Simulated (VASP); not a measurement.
# AlAs (F-43m) in VASP: a series of runs

Runs on AlAs. Level: r2SCAN. Tasks: single point.

Program: VASP 6.6.1. These are calculated values, not measurements. Logs are shortened: lines on timing, memory, paths and dates and some standing lists are left out, and cuts for length are marked.

## (1) The cell of the first run

The structure is cubic, space group F-43m (No. 216). The conventional cell has a = 5.638 Å, b = 5.638 Å, c = 5.638 Å, α = 90.00°, β = 90.00°, γ = 90.00°. Al (site symmetry -43m) has 4 As at 2.44 Å within 3.2 Å. Within 3.2 Å of As (site symmetry -43m) lie 4 Al at 2.44 Å.

## (2) Single point, r2SCAN

POSCAR reads:

```
AlAs
1.0
    0.0000000000      2.8191746100      2.8191746100
    2.8191746100      0.0000000000      2.8191746100
    2.8191746100      2.8191746100      0.0000000000
Al As
1 1
Direct
    0.0000000000      0.0000000000      0.0000000000
    0.2500000000      0.2500000000      0.2500000000
```

INCAR.step1 reads:

```
PREC = Accurate ; ENCUT = 550
ISMEAR = -1 ; SIGMA = 0.02
LREAL = F ; LASPH = T
NELM = 120 ; NBANDS = 11
GGA = PE ; ALGO = Normal
EDIFF = 1E-5 ; LWAVE = T
LCHARG = F ; GGA_COMPAT = F
```

INCAR.step2 reads:

```
PREC = Accurate ; ENCUT = 550
EDIFF = 1E-6 ; ISMEAR = -1
SIGMA = 0.02 ; LREAL = F
LASPH = T ; NELM = 120
ALGO = Normal ; ISIF = 2
LWAVE = F ; LCHARG = T
METAGGA = R2SCAN ; LMIXTAU = T
LELF = T ; LVHAR = T
NBANDS = 11 ; ISTART = 1
GGA_COMPAT = F
```

KPOINTS reads:

```
regular mesh
0
Gamma
  8 8 8
```

Potentials or basis: VASP PAW PBE potentials, release 64 (Al, As).

Launch:

```sh
$ cat potpaw_PBE.64/Al/POTCAR potpaw_PBE.64/As/POTCAR > POTCAR
$ cp INCAR.step1 INCAR
$ mpirun -np 1 vasp_std > vasp.out
$ cp INCAR.step2 INCAR
$ mpirun -np 1 vasp_std > vasp.out
```

OUTCAR:

```text
PREC = Accurate
   ENCUT = 550
   EDIFF = 1E-6
   ISMEAR = -1
   LREAL = F
   LASPH = T
   NELM = 120
   ISIF = 2
   METAGGA = R2SCAN
   ISTART = 1

 ion  position               nearest neighbor table
   1  0.000  0.000  0.000-   2 2.44   2 2.44   2 2.44   2 2.44
   2  0.250  0.250  0.250-   1 2.44   1 2.44   1 2.44   1 2.44

  LATTYP: Found a face centered cubic cell.
 ALAT       =     5.6383492200

  Lattice vectors:

 A1 = (   0.0000000000,   2.8191746100,   2.8191746100)
 A2 = (   2.8191746100,   0.0000000000,   2.8191746100)
 A3 = (   2.8191746100,   2.8191746100,   0.0000000000)

Analysis of symmetry for initial positions (statically):
=====================================================================
 Subroutine PRICEL returns:
 Original cell was already a primitive cell.

 Routine SETGRP: Setting up the symmetry group for a
 face centered cubic supercell.

 Subroutine GETGRP returns: Found 24 space group operations
 (whereof 24 operations were pure point group operations)
 out of a pool of 48 trial point group operations.

The static configuration has the point symmetry T_d .

Analysis of symmetry for dynamics (positions and initial velocities):
=====================================================================
 Subroutine PRICEL returns:
 Original cell was already a primitive cell.

 Routine SETGRP: Setting up the symmetry group for a
 face centered cubic supercell.

 Subroutine GETGRP returns: Found 24 space group operations
 (whereof 24 operations were pure point group operations)
 out of a pool of 48 trial point group operations.

The dynamic configuration has the point symmetry T_d .

 Subroutine INISYM returns: Found 24 space group operations
 (whereof 24 operations are pure point group operations),
 and found     1 'primitive' translations

----------------------------------------------------------------------------------------

                                     Primitive cell

  volume of cell :      44.8122

  direct lattice vectors                    reciprocal lattice vectors
     0.000000000  2.819174610  2.819174610    -0.177356875  0.177356875  0.177356875
     2.819174610  0.000000000  2.819174610     0.177356875 -0.177356875  0.177356875
     2.819174610  2.819174610  0.000000000     0.177356875  0.177356875 -0.177356875

  length of vectors
     3.986914968  3.986914968  3.986914968     0.307191119  0.307191119  0.307191119

  position of ions in fractional coordinates (direct lattice)
     0.000000000  0.000000000  0.000000000
     0.250000000  0.250000000  0.250000000

  ion indices of the primitive-cell ions
   primitive index   ion index
                 1           1
                 2           2

----------------------------------------------------------------------------------------

 KPOINTS: regular mesh

Automatic generation of k-mesh.
 Grid dimensions read from file:
 generate k-points for:    8    8    8

 Generating k-lattice:

  Cartesian coordinates                     Fractional coordinates (reciprocal lattice)
    -0.022169609  0.022169609  0.022169609     0.125000000  0.000000000  0.000000000
     0.022169609 -0.022169609  0.022169609     0.000000000  0.125000000  0.000000000
     0.022169609  0.022169609 -0.022169609     0.000000000  0.000000000  0.125000000

  Length of vectors
     0.038398890  0.038398890  0.038398890

  Shift w.r.t. Gamma in fractional coordinates (k-lattice)
     0.000000000  0.000000000  0.000000000

 Subroutine IBZKPT returns following result:
 ===========================================

 Found     29 irreducible k-points:

 Following reciprocal coordinates:
            Coordinates               Weight
  0.000000  0.000000  0.000000      1.000000
  0.125000  0.000000  0.000000      8.000000
  0.250000  0.000000  0.000000      8.000000
  0.375000  0.000000  0.000000      8.000000
  0.500000  0.000000  0.000000      4.000000
  0.125000  0.125000  0.000000      6.000000
[... 16 lines left out ...]
  0.500000  0.250000  0.125000     48.000000
 -0.375000  0.250000  0.125000     24.000000
 [... further k-points ...]
   k-points           NKPTS =     29   k-points in BZ     NKDIM =     29   number of bands    NBANDS=     11
   number of dos      NEDOS =    301   number of ions     NIONS =      2
   total plane-waves  NPLWV =  27000
   dimension x,y,z NGX =    30 NGY =   30 NGZ =   30
   dimension x,y,z NGXF=    60 NGYF=   60 NGZF=   60
   ions per type =               1   1
   NGX,Y,Z   is equivalent  to a cutoff of  12.51, 12.51, 12.51 a.u.
   NGXF,Y,Z  is equivalent  to a cutoff of  25.02, 25.02, 25.02 a.u.
 SYSTEM =  unknown system
   PREC   = accura    normal or accurate (medium, high low for compatibility)
   ISTART =      1    job   : 0-new  1-cont  2-samecut
   ICHARG =      0    charge: 1-file 2-atom 10-const
   ISPIN  =      1    spin polarized calculation?
   LNONCOLLINEAR =      F non collinear calculations
   LSORBIT =      F    spin-orbit coupling
   LASPH  =      T    aspherical Exc in radial PAW
   ENCUT  =  550.0 eV  40.42 Ry    6.36 a.u.   7.62  7.62  7.62*2*pi/ulx,y,z
   NELM   =    120;   NELMIN=  2; NELMDL=  0     # of ELM steps
   EDIFF  = 0.1E-05   stopping-criterion for ELM
   LREAL  =      F    real-space projection
   EDIFFG = 0.1E-04   stopping-criterion for IOM
   NSW    =      0    number of steps for IOM
   IBRION =     -1    ionic relax: 0-MD 1-quasi-New 2-CG
   NFREE  =      0    steps in history (QN), initial steepest desc. (CG)
   ISIF   =      2    stress and relaxation
   ISYM   =      2    0-nonsym 1-usesym 2-fastsym
   POTIM  = 0.5000    time-step for ionic-motion
   TEBEG  =    0.0;   TEEND  =   0.0 temperature during run
   PSTRESS=    0.0 pullay stress
   NELECT =       8.0000    total number of electrons
   NUPDOWN=      -1.0000    fix difference up-down
   EMIN   =  10.00;   EMAX   =-10.00  energy-range for DOS
   EFERMI =   0.00;   METHOD = LEGACY
   ISMEAR =    -1;   SIGMA  =   0.02  broadening in eV -4-tet -1-fermi 0-gaus
   EFERMI_NEDOS =   21; number of points for ismear=-14 and -15
   IALGO  =     38    algorithm
   IMIX   =      4    mixing-type and parameters
     AMIX     =   0.40;   BMIX     =  1.00
     AMIX_MAG =   1.60;   BMIX_MAG =  1.00
  volume/ion in A,a.u.               =      22.41       151.20
  Fermi-wavevector in a.u.,A,eV,Ry     =   0.921806  1.741961 11.561228  0.849726
  Thomas-Fermi vector in A             =   2.047263
   LORBIT       =      0    0 simple, 1 ext, 2 COOP (PROOUT), +10 PAW based schemes
   METAGGA = R2SCAN    functional components
   LHFCALC =     F    Hartree Fock is set to
   AEXX    =    0.0000 exact exchange contribution
   IVDW    =     0    specifies the selected vdW correction
   LEPSILON=     F    determine dielectric tensor
   LRPA    =     F    only Hartree local field effects (RPA)
 non-spin polarized calculation
  energy-cutoff  :      550.00
  volume of cell :       44.81
 maximum number of plane-waves:      1363
   NGX = 15   NGY = 15   NGZ = 15

 number of electron       8.0000001 magnetization

 Free energy of the ion-electron system (eV)
  ---------------------------------------------------
  ext. energy  EPLUGINS =         0.00000000
  ---------------------------------------------------
  free energy    TOTEN  =       -22.69088124 eV

  energy without entropy =      -22.69088124  energy(sigma->0) =      -22.69088124

 E-fermi :   4.2304     XC(G=0):  -9.4963

 val. band max:        3.7669371609   @ k =   0.0000   0.0000   0.0000
 cond. band min:       5.5399692765   @ k =   0.5000   0.5000   0.0000
 fundamental gap:      1.7730321156
 Fermi energy:         4.2303961302

 k-point     1 :       0.0000    0.0000    0.0000
  band No.  band energies     occupation
      1      -8.6216      2.00000
      2       3.7669      2.00000
      3       3.7669      2.00000
      4       3.7669      2.00000
      5       6.5784      0.00000
      6       8.5007      0.00000
      7       8.5007      0.00000
      8       8.5007      0.00000
      9      13.3117      0.00000
     10      13.3117      0.00000
     11      13.5875      0.00000

 k-point     2 :       0.1250    0.0000    0.0000
  band No.  band energies     occupation
      1      -8.4589      2.00000
      2       2.3765      2.00000
      3       3.6010      2.00000
      4       3.6010      2.00000
      5       7.2181      0.00000
      6       8.7976      0.00000
      7       8.7976      0.00000
      8       8.9958      0.00000
      9      12.7172      0.00000
     10      12.7172      0.00000
     11      14.2976      0.00000

 k-point     3 :       0.2500    0.0000    0.0000
  band No.  band energies     occupation
      1      -8.0070      2.00000
      2       0.3314      2.00000
      3       3.2706      2.00000
      4       3.2706      2.00000
      5       6.9629      0.00000
      6       9.1485      0.00000
      7       9.1485      0.00000
      8      10.9178      0.00000
      9      12.6408      0.00000
     10      12.6408      0.00000
     11      13.9869      0.00000

 k-point     4 :       0.3750    0.0000    0.0000
  band No.  band energies     occupation
      1      -7.4212      2.00000
      2      -1.3077      2.00000
      3       3.0046      2.00000
      4       3.0046      2.00000
      5       6.6016      0.00000
      6       9.0101      0.00000
      7       9.0101      0.00000
      8      12.1781      0.00000
      9      14.0480      0.00000
     10      14.0480      0.00000
     11      14.4228      0.00000

 k-point     5 :       0.5000    0.0000    0.0000
  band No.  band energies     occupation
      1      -7.1071      2.00000
      2      -1.9836      2.00000
      3       2.9076      2.00000
      4       2.9076      2.00000
      5       6.4678      0.00000
      6       8.8817      0.00000
      7       8.8817      0.00000
      8      12.1972      0.00000
      9      15.9489      0.00000
     10      16.1804      0.00000
     11      16.1804      0.00000
[... 211 lines left out ...]
 k-point    21 :       0.5000    0.5000    0.0000
  band No.  band energies     occupation
      1      -6.5171      2.00000
      2      -1.8164      2.00000
      3       1.4977      2.00000
      4       1.4977      2.00000
      5       5.5400      0.00000
      6       6.4560      0.00000
      7      15.0520      0.00000
      8      15.0520      0.00000
      9      16.6192      0.00000
     10      17.0892      0.00000
     11      17.0892      0.00000

 k-point    22 :       0.3750    0.2500    0.1250
  band No.  band energies     occupation
      1      -7.6284      2.00000
      2      -0.0470      2.00000
      3       1.7529      2.00000
      4       2.7620      2.00000
      5       7.7992      0.00000
      6       8.6428      0.00000
      7       9.5480      0.00000
      8      10.8874      0.00000
      9      12.6074      0.00000
     10      15.0060      0.00000
     11      16.7752      0.00000

 k-point    23 :       0.5000    0.2500    0.1250
  band No.  band energies     occupation
      1      -7.1001      2.00000
      2      -1.1294      2.00000
      3       1.1549      2.00000
      4       2.3623      2.00000
      5       7.9107      0.00000
      6       8.7430      0.00000
      7      10.1130      0.00000
      8      11.2284      0.00000
      9      13.8530      0.00000
     10      15.1701      0.00000
     11      16.8423      0.00000

 k-point    24 :      -0.3750    0.2500    0.1250
  band No.  band energies     occupation
      1      -6.8261      2.00000
      2      -1.6451      2.00000
      3       1.0048      2.00000
      4       2.1687      2.00000
      5       7.9094      0.00000
      6       8.4923      0.00000
      7      11.0487      0.00000
      8      12.0367      0.00000
      9      12.8575      0.00000
     10      15.5989      0.00000
     11      17.0145      0.00000

 [... further k-points ...]
[... 5 lines left out ...]
  --------------------------------------------------------------------------------------
  -------------------------------------------------------------------------------------
  Total        0.4565159      0.4565159      0.4565159      0.0000000      0.0000000     -0.0000000
  in kB       16.3218944     16.3218944     16.3218944      0.0000000      0.0000000     -0.0000000
  external PRESSURE =      16.3218944 kB  Pullay stress =       0.0000000 kB

 VOLUME and BASIS-vectors are now :
 -----------------------------------------------------------------------------
  energy-cutoff  :      550.00
  volume of cell :       44.81
      direct lattice vectors                 reciprocal lattice vectors
     0.000000000  2.819174610  2.819174610    -0.177356875  0.177356875  0.177356875
     2.819174610  0.000000000  2.819174610     0.177356875 -0.177356875  0.177356875
     2.819174610  2.819174610  0.000000000     0.177356875  0.177356875 -0.177356875

 POSITION                                       TOTAL-FORCE (eV/Angst)
 -----------------------------------------------------------------------------------
      0.00000      0.00000      0.00000         0.000000      0.000000      0.000000
      1.40959      1.40959      1.40959        -0.000000     -0.000000     -0.000000
 -----------------------------------------------------------------------------------
    total drift:                                0.000000      0.000000      0.000000

  FREE ENERGIE OF THE ION-ELECTRON SYSTEM (eV)
  ---------------------------------------------------
  free  energy   TOTEN  =       -22.6908812380 eV

  energy  without entropy=      -22.6908812380  energy(sigma->0) =      -22.69088124
```

Run time: 59 s. Hardware: 1 thread of Intel Xeon Platinum 8488C (Sapphire Rapids), shared host; peak memory 0.17 GiB.

Results:

```yaml
Free_energy: -22.6909 eV
Pressure: 1.6 GPa
Band_gap_on_the_k_mesh: 1.77 eV, indirect (least direct gap 2.81 eV)
```

Levels at points of the mesh, in eV from the valence-band top:
| k point | band 2 | band 3 | band 4 | band 5 | band 6 | band 7 |
| --- | --- | --- | --- | --- | --- | --- |
| (0.00, 0.00, 0.00) | 0.00 | 0.00 | 0.00 | 2.81 | 4.73 | 4.73 |
| (0.50, 0.00, 0.00) | -5.75 | -0.86 | -0.86 | 2.70 | 5.11 | 5.11 |
| (0.50, 0.50, 0.00) | -5.58 | -2.27 | -2.27 | 1.77 | 2.69 | 11.29 |

Caveat: the PAW data sets were made with another functional, which shifts forces and pressure a little.

## (3) Single point, r2SCAN

This run uses another cell than the first one, of 22.86 Å³/atom, 1.020 times its volume.

POSCAR reads:

```
AlAs
1.0
    0.0000000000      2.8382236637      2.8382236637
    2.8382236637      0.0000000000      2.8382236637
    2.8382236637      2.8382236637      0.0000000000
Al As
1 1
Direct
    0.0000000000      0.0000000000      0.0000000000
    0.2500000000      0.2500000000      0.2500000000
```

INCAR.step1 reads:

```
PREC = Accurate
ENCUT = 550
ISMEAR = -1
SIGMA = 0.02
LREAL = False
LASPH = True
NELM = 120
NBANDS = 11
GGA = PE
ALGO = Normal
EDIFF = 1E-5
LWAVE = True
LCHARG = False
GGA_COMPAT = False
```

INCAR.step2 reads:

```
PREC = Accurate
ENCUT = 550
EDIFF = 1E-6
ISMEAR = -1
SIGMA = 0.02
LREAL = False
LASPH = True
NELM = 120
ALGO = Normal
ISIF = 2
LWAVE = False
LCHARG = True
METAGGA = R2SCAN
LMIXTAU = True
LELF = True
LVHAR = True
NBANDS = 11
ISTART = 1
GGA_COMPAT = False
```

KPOINTS is that of step 2.

Potentials or basis: VASP PAW PBE potentials, release 64 (Al, As).

Launch:

```sh
$ cat potpaw_PBE.64/Al/POTCAR potpaw_PBE.64/As/POTCAR > POTCAR
$ cp INCAR.step1 INCAR
$ mpirun -np 1 vasp_std > vasp.out
$ cp INCAR.step2 INCAR
$ mpirun -np 1 vasp_std > vasp.out
```

Wall time 46 s (1 thread of Intel Xeon Platinum 8488C (Sapphire Rapids), shared host); peak memory 0.19 GiB.

The run converged. Its results:

```yaml
Free_energy: -22.6954 eV
Pressure: 0.0 GPa
Band_gap_on_the_k_mesh: 1.80 eV, indirect (least direct gap 2.64 eV)
```

Levels at points of the mesh, in eV from the valence-band top:
| k point | band 1 | band 2 | band 3 | band 4 | band 5 | band 6 | band 7 | band 8 |
| --- | --- | --- | --- | --- | --- | --- | --- | --- |
| (0.00, 0.00, 0.00) | -12.27 | 0.00 | 0.00 | 0.00 | 2.64 | 4.70 | 4.70 | 4.70 |
| (0.50, 0.00, 0.00) | -10.81 | -5.66 | -0.84 | -0.84 | 2.62 | 5.10 | 5.10 | 8.38 |
| (0.50, 0.50, 0.00) | -10.24 | -5.51 | -2.22 | -2.22 | 1.80 | 2.68 | 11.12 | 11.12 |

Caveat: the PAW data sets were made with another functional, which shifts forces and pressure a little.
